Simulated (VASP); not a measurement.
Write the native input for VASP 6.6.1 that does the following.

| Property | Result |
| --- | --- |
| Task | single point |
| Functional | r2SCAN |
| Potentials or basis | VASP PAW PBE potentials, release 64 (Co, Tl_d) |
| Cutoff | 520 eV |
| k mesh | 5 × 5 × 4 |
| Occupations | methfessel-paxton, width 0.001 eV |
| Spin | no spin polarisation |
| Dipole correction | no |
| Further INCAR settings | ALGO = Normal; EDIFF = 1e-06; NBANDS = 30 |

Crystal: TlCo.

```
CELL_PARAMETERS angstrom
3.78704 0.00000 0.00000
1.89352 -5.21142 0.00000
0.00000 0.00000 -4.31921
ATOMIC_POSITIONS crystal
Co 0.07240 0.85520 0.25000
Co 0.92760 0.14480 0.75000
Tl 0.36178 0.27644 0.25000
Tl 0.63822 0.72356 0.75000
```

One way to write it, as run:

POSCAR

```
TlCo
1.0
    3.7870420000      0.0000000000      0.0000000000
    1.8935210000     -5.2114220000      0.0000000000
    0.0000000000      0.0000000000     -4.3192080000
Co Tl
2 2
Direct
    0.0724000000      0.8552000000      0.2500000000
    0.9276000000      0.1448000000      0.7500000000
    0.3617800000      0.2764400000      0.2500000000
    0.6382200000      0.7235600000      0.7500000000
```

INCAR.step1

```
PREC = Accurate
ENCUT = 520
ISMEAR = 1
SIGMA = 0.001
LREAL = False
LASPH = True
NELM = 100
NBANDS = 30
GGA = PE
ALGO = Normal
EDIFF = 1E-4
LWAVE = True
LCHARG = False
```

INCAR.step2

```
PREC = Accurate
ENCUT = 520
EDIFF = 1E-6
ISMEAR = 1
SIGMA = 0.001
LREAL = False
LASPH = True
NELM = 100
ALGO = Normal
ISIF = 2
LWAVE = False
LCHARG = False
METAGGA = R2SCAN
LMIXTAU = True
NBANDS = 30
ISTART = 1
```

KPOINTS

```
Automatic mesh
0
Gamma
  5 5 4
```

Potentials or basis: VASP PAW PBE potentials, release 64 (Co, Tl_d).

Run with:

```sh
$ cat potpaw_PBE.64/Co/POTCAR potpaw_PBE.64/Tl_d/POTCAR > POTCAR
$ cp INCAR.step1 INCAR
$ mpirun -np 1 vasp_std > vasp.out
$ cp INCAR.step2 INCAR
$ mpirun -np 1 vasp_std > vasp.out
```

Results of the run:

```json
{
  "Pressure": "-13.8 GPa",
  "Largest force": "0.666 eV/Å",
  "Band gap on the k mesh": "zero (bands 22 and 23 overlap by 0.09 eV)"
}
```

Caveat: the k points lie up to 0.36 Å⁻¹ apart; the PAW data sets were made with another functional, which shifts forces and pressure a little; spin-orbit coupling is left out, which moves the levels of the heavy elements; the run has no spin polarisation, though such a crystal can be magnetic.

Run time: 4.9 min on 1 thread of Intel(R) Xeon(R) Platinum 8259CL CPU @ 2.50GHz (Skylake/Cascade Lake), on a shared host, peak memory 0.23 GiB.
